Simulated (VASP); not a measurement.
# Se (Im-3m) in VASP: notebook

Se is run at these levels: PBEsol; tasks: single point.

Program: VASP 6.6.1. These are calculated values, not measurements. Logs are shortened: lines on timing, memory, paths and dates and some standing lists are left out, and cuts for length are marked.

## (1) The cell of the first run

Symmetry: Im-3m, No. 229, cubic system. The conventional cell has a = 3.374 Å, b = 3.374 Å, c = 3.374 Å, α = 90.00°, β = 90.00°, γ = 90.00°. Within 3.8 Å of Se (site symmetry m-3m) lie 14 Se at 2.92 to 3.37 Å.

This isn't the form of Se at room conditions, which is trigonal, of chains.

## (2) Single point, PBEsol (19.21 Å³/atom)

INCAR

```
  PREC = Accurate
  ENCUT = 520
  EDIFF = 1E-7
  ISMEAR = 0
  SIGMA = 0.05
  LREAL = F
  LASPH = T
  NELM = 100
  ALGO = Normal
  ISIF = 2
  LWAVE = F
  LCHARG = F
  GGA = PS
  NBANDS = 9
```

KPOINTS

```
Automatic mesh
0
Gamma
  18 18 18
```

POSCAR

```
Se
1.0
   -1.6872394648      1.6872394648      1.6872394648
    1.6872394648     -1.6872394648      1.6872394648
    1.6872394648      1.6872394648     -1.6872394648
Se
1
Direct
    0.0000000000      0.0000000000      0.0000000000
```

Potentials or basis: VASP PAW PBE potentials, release 64 (Se).

Command:

```bash
$ cat potpaw_PBE.64/Se/POTCAR > POTCAR
$ mpirun -np 1 vasp_std > vasp.out
```

OUTCAR:

```text
PREC = Accurate
   ENCUT = 520
   EDIFF = 1E-7
   ISMEAR = 0
   LREAL = F
   LASPH = T
   NELM = 100
   ISIF = 2
   GGA = PS

 ion  position               nearest neighbor table
   1  0.000  0.000  0.000-

  LATTYP: Found a body centered cubic cell.
 ALAT       =     3.3744789296

  Lattice vectors:

 A1 = (  -1.6872394648,   1.6872394648,   1.6872394648)
 A2 = (   1.6872394648,  -1.6872394648,   1.6872394648)
 A3 = (   1.6872394648,   1.6872394648,  -1.6872394648)

Analysis of symmetry for initial positions (statically):
=====================================================================
 Subroutine PRICEL returns:
 Original cell was already a primitive cell.

 Routine SETGRP: Setting up the symmetry group for a
 body centered cubic supercell.

 Subroutine GETGRP returns: Found 48 space group operations
 (whereof 48 operations were pure point group operations)
 out of a pool of 48 trial point group operations.

The static configuration has the point symmetry O_h .

Analysis of symmetry for dynamics (positions and initial velocities):
=====================================================================
 Subroutine PRICEL returns:
 Original cell was already a primitive cell.

 Routine SETGRP: Setting up the symmetry group for a
 body centered cubic supercell.

 Subroutine GETGRP returns: Found 48 space group operations
 (whereof 48 operations were pure point group operations)
 out of a pool of 48 trial point group operations.

The dynamic configuration has the point symmetry O_h .

 Subroutine INISYM returns: Found 48 space group operations
 (whereof 48 operations are pure point group operations),
 and found     1 'primitive' translations

----------------------------------------------------------------------------------------

                                     Primitive cell

  volume of cell :      19.2128

  direct lattice vectors                    reciprocal lattice vectors
    -1.687239465  1.687239465  1.687239465     0.000000000  0.296342049  0.296342049
     1.687239465 -1.687239465  1.687239465     0.296342049  0.000000000  0.296342049
     1.687239465  1.687239465 -1.687239465     0.296342049  0.296342049  0.000000000

  length of vectors
     2.922384478  2.922384478  2.922384478     0.419090945  0.419090945  0.419090945

  position of ions in fractional coordinates (direct lattice)
     0.000000000  0.000000000  0.000000000

  ion indices of the primitive-cell ions
   primitive index   ion index
                 1           1

----------------------------------------------------------------------------------------

 KPOINTS: Automatic mesh

Automatic generation of k-mesh.
 Grid dimensions read from file:
 generate k-points for:   18   18   18

 Generating k-lattice:

  Cartesian coordinates                     Fractional coordinates (reciprocal lattice)
     0.000000000  0.016463447  0.016463447     0.055555556  0.000000000  0.000000000
     0.016463447  0.000000000  0.016463447     0.000000000  0.055555556  0.000000000
     0.016463447  0.016463447  0.000000000     0.000000000  0.000000000  0.055555556

  Length of vectors
     0.023282830  0.023282830  0.023282830

  Shift w.r.t. Gamma in fractional coordinates (k-lattice)
     0.000000000  0.000000000  0.000000000

 Subroutine IBZKPT returns following result:
 ===========================================

 Found    195 irreducible k-points:

 Following reciprocal coordinates:
            Coordinates               Weight
  0.000000  0.000000  0.000000      1.000000
  0.055556  0.000000  0.000000     12.000000
  0.111111  0.000000  0.000000     12.000000
  0.166667  0.000000  0.000000     12.000000
  0.222222  0.000000  0.000000     12.000000
  0.277778  0.000000  0.000000     12.000000
[... 16 lines left out ...]
  0.333333  0.111111  0.000000     48.000000
  0.388889  0.111111  0.000000     48.000000
 [... further k-points ...]
   k-points           NKPTS =    195   k-points in BZ     NKDIM =    195   number of bands    NBANDS=      9
   number of dos      NEDOS =    301   number of ions     NIONS =      1
   total plane-waves  NPLWV =  13824
   dimension x,y,z NGX =    24 NGY =   24 NGZ =   24
   dimension x,y,z NGXF=    48 NGYF=   48 NGZF=   48
   ions per type =               1
   NGX,Y,Z   is equivalent  to a cutoff of  13.65, 13.65, 13.65 a.u.
   NGXF,Y,Z  is equivalent  to a cutoff of  27.31, 27.31, 27.31 a.u.
 SYSTEM =  unknown system
   PREC   = accura    normal or accurate (medium, high low for compatibility)
   ISTART =      0    job   : 0-new  1-cont  2-samecut
   ICHARG =      2    charge: 1-file 2-atom 10-const
   ISPIN  =      1    spin polarized calculation?
   LNONCOLLINEAR =      F non collinear calculations
   LSORBIT =      F    spin-orbit coupling
   LASPH  =      T    aspherical Exc in radial PAW
   ENCUT  =  520.0 eV  38.22 Ry    6.18 a.u.   5.43  5.43  5.43*2*pi/ulx,y,z
   NELM   =    100;   NELMIN=  2; NELMDL= -5     # of ELM steps
   EDIFF  = 0.1E-06   stopping-criterion for ELM
   LREAL  =      F    real-space projection
   EDIFFG = 0.1E-05   stopping-criterion for IOM
   NSW    =      0    number of steps for IOM
   IBRION =     -1    ionic relax: 0-MD 1-quasi-New 2-CG
   NFREE  =      0    steps in history (QN), initial steepest desc. (CG)
   ISIF   =      2    stress and relaxation
   ISYM   =      2    0-nonsym 1-usesym 2-fastsym
   POTIM  = 0.5000    time-step for ionic-motion
   TEBEG  =    0.0;   TEEND  =   0.0 temperature during run
   PSTRESS=    0.0 pullay stress
   NELECT =       6.0000    total number of electrons
   NUPDOWN=      -1.0000    fix difference up-down
   EMIN   =  10.00;   EMAX   =-10.00  energy-range for DOS
   EFERMI =   0.00;   METHOD = LEGACY
   ISMEAR =     0;   SIGMA  =   0.05  broadening in eV -4-tet -1-fermi 0-gaus
   EFERMI_NEDOS =   21; number of points for ismear=-14 and -15
   IALGO  =     38    algorithm
   IMIX   =      4    mixing-type and parameters
     AMIX     =   0.40;   BMIX     =  1.00
     AMIX_MAG =   1.60;   BMIX_MAG =  1.00
  volume/ion in A,a.u.               =      19.21       129.65
  Fermi-wavevector in a.u.,A,eV,Ry     =   1.110696  2.098911 16.784766  1.233646
  Thomas-Fermi vector in A             =   2.247251
   LORBIT       =      0    0 simple, 1 ext, 2 COOP (PROOUT), +10 PAW based schemes
   GGA     = PS    functional components
   LHFCALC =     F    Hartree Fock is set to
   AEXX    =    0.0000 exact exchange contribution
   IVDW    =     0    specifies the selected vdW correction
   LEPSILON=     F    determine dielectric tensor
   LRPA    =     F    only Hartree local field effects (RPA)
 non-spin polarized calculation
 Gauss-broadening in eV      SIGMA  =   0.05
  energy-cutoff  :      520.00
  volume of cell :       19.21
 maximum number of plane-waves:       537
 NGX is ok and might be reduce to    24
   NGX = 11   NGY = 11   NGZ = 11

 number of electron       6.0000001 magnetization

 Free energy of the ion-electron system (eV)
  ---------------------------------------------------
  ext. energy  EPLUGINS =         0.00000000
  ---------------------------------------------------
  free energy    TOTEN  =        -3.39942545 eV

  energy without entropy =       -3.39883946  energy(sigma->0) =       -3.39913246

 E-fermi :   6.1467     XC(G=0): -10.9799

 val. band max:        6.1317638096   @ k =   0.2778   0.2778   0.0556
 cond. band min:       6.1508508289   @ k =   0.1667   0.1667   0.0000
 fundamental gap:      0.0190870193
 Fermi energy:         6.1467362501

 k-point     1 :       0.0000    0.0000    0.0000
  band No.  band energies     occupation
      1     -10.5552      2.00000
      2       9.3751      0.00000
      3       9.3751      0.00000
      4       9.3751      0.00000
      5      17.8918      0.00000
      6      18.6246      0.00000
      7      18.6246      0.00000
      8      18.6246      0.00000
      9      21.6649      0.00000

 k-point     2 :       0.0556    0.0000    0.0000
  band No.  band energies     occupation
      1     -10.4856      2.00000
      2       8.9221      0.00000
      3       9.2202      0.00000
      4       9.3468      0.00000
      5      18.0681      0.00000
      6      18.3111      0.00000
      7      18.6314      0.00000
      8      18.9260      0.00000
      9      20.8900      0.00000

 k-point     3 :       0.1111    0.0000    0.0000
  band No.  band energies     occupation
      1     -10.2781      2.00000
      2       7.7777      0.00000
      3       8.8138      0.00000
      4       9.2645      0.00000
      5      17.4021      0.00000
      6      17.6129      0.00000
      7      19.4687      0.00000
      8      19.7718      0.00000
      9      20.5903      0.00000

 k-point     4 :       0.1667    0.0000    0.0000
  band No.  band energies     occupation
      1      -9.9368      2.00000
      2       6.2866      0.00008
      3       8.2759      0.00000
      4       9.1363      0.00000
      5      16.3299      0.00000
      6      16.8323      0.00000
      7      20.1969      0.00000
      8      20.7342      0.00000
      9      21.0407      0.00000
[... 205 lines left out ...]
 k-point    22 :       0.2778    0.1111    0.0000
  band No.  band energies     occupation
      1      -8.0584      2.00000
      2       1.6416      2.00000
      3       5.8413      2.00000
      4       8.0314      0.00000
      5      14.5788      0.00000
      6      16.0583      0.00000
      7      20.1293      0.00000
      8      23.8401      0.00000
      9      24.4110      0.00000

 k-point    23 :       0.3333    0.1111    0.0000
  band No.  band energies     occupation
      1      -7.3999      2.00000
      2       0.4241      2.00000
      3       5.4366      2.00000
      4       7.8633      0.00000
      5      14.1769      0.00000
      6      15.8811      0.00000
      7      20.7257      0.00000
      8      24.5484      0.00000
      9      25.2867      0.00000

 k-point    24 :       0.3889    0.1111    0.0000
  band No.  band energies     occupation
      1      -6.8561      2.00000
      2      -0.4687      2.00000
      3       5.1937      2.00000
      4       7.7553      0.00000
      5      13.9333      0.00000
      6      15.7668      0.00000
      7      21.5220      0.00000
      8      23.7986      0.00000
      9      26.2077      0.00000

 [... further k-points ...]
[... 5 lines left out ...]
  --------------------------------------------------------------------------------------
  -------------------------------------------------------------------------------------
  Total        0.0156766      0.0156766      0.0156766      0.0000000      0.0000000     -0.0000000
  in kB        1.3072884      1.3072884      1.3072884      0.0000000      0.0000000     -0.0000000
  external PRESSURE =       1.3072884 kB  Pullay stress =       0.0000000 kB

 VOLUME and BASIS-vectors are now :
 -----------------------------------------------------------------------------
  energy-cutoff  :      520.00
  volume of cell :       19.21
      direct lattice vectors                 reciprocal lattice vectors
    -1.687239465  1.687239465  1.687239465     0.000000000  0.296342049  0.296342049
     1.687239465 -1.687239465  1.687239465     0.296342049  0.000000000  0.296342049
     1.687239465  1.687239465 -1.687239465     0.296342049  0.296342049  0.000000000

 POSITION                                       TOTAL-FORCE (eV/Angst)
 -----------------------------------------------------------------------------------
      0.00000      0.00000      0.00000        -0.000000      0.000000      0.000000
 -----------------------------------------------------------------------------------
    total drift:                                0.000000     -0.000000     -0.000000

  FREE ENERGIE OF THE ION-ELECTRON SYSTEM (eV)
  ---------------------------------------------------
  free  energy   TOTEN  =        -3.3994254523 eV

  energy  without entropy=       -3.3988394602  energy(sigma->0) =       -3.39913246
```

Run time: 8.2 s. Hardware: 1 thread of Intel Xeon 6975P-C (Granite Rapids), shared host; peak memory 0.16 GiB.

Results:

| Item | Value |
| --- | --- |
| Free energy | -3.3994 eV |
| Pressure | 0.1 GPa |
| Band gap on the k mesh | zero (bands 3 and 4 overlap by 6.72 eV) |

Caveat: the PAW data sets were made with another functional, which shifts forces and pressure a little.

## (3) Single point, PBEsol (14.60 Å³/atom)

This run uses another cell than the first one, of 14.60 Å³/atom.

INCAR

```
  PREC = Accurate
  ENCUT = 520
  EDIFF = 1E-6
  ISMEAR = 0
  SIGMA = 0.05
  LREAL = F
  LASPH = T
  NELM = 80
  ALGO = Normal
  ISIF = 2
  LWAVE = F
  LCHARG = F
  GGA = PS
  NBANDS = 9
```

KPOINTS

```
regular mesh
0
Gamma
  20 20 20
```

POSCAR

```
Se
1.0
   -1.5397418801      1.5397418801      1.5397418801
    1.5397418801     -1.5397418801      1.5397418801
    1.5397418801      1.5397418801     -1.5397418801
Se
1
Direct
    0.0000000000      0.0000000000      0.0000000000
```

Potentials or basis: VASP PAW PBE potentials, release 64 (Se).

Command:

```bash
$ cat potpaw_PBE.64/Se/POTCAR > POTCAR
$ mpirun -np 1 vasp_std > vasp.out
```

Run time: 7.7 s. Hardware: 1 thread of Intel Xeon 6975P-C (Granite Rapids), shared host; peak memory 0.14 GiB.

The run converged. Its results:

```
Free energy            : -2.8837 eV
Pressure               : 44.9 GPa
Band gap on the k mesh : zero (bands 3 and 4 overlap by 11.01 eV)
```

Levels at points of the mesh, in eV from the Fermi level:
```tsv
k point	band 1	band 2	band 3	band 4	band 5	band 6	band 7	band 8
(0.00, 0.00, 0.00)	-19.83	5.02	5.02	5.02	13.18	13.18	13.18	16.52
(0.50, 0.00, 0.00)	-13.99	-9.88	0.21	3.13	7.26	7.79	19.47	20.99
(0.50, 0.50, 0.50)	-9.33	-4.79	-4.79	-4.79	2.16	2.16	26.45	26.45
```

Caveat: the cell stands under pressure; the PAW data sets were made with another functional, which shifts forces and pressure a little.

(Continued in part 2 of 2.)
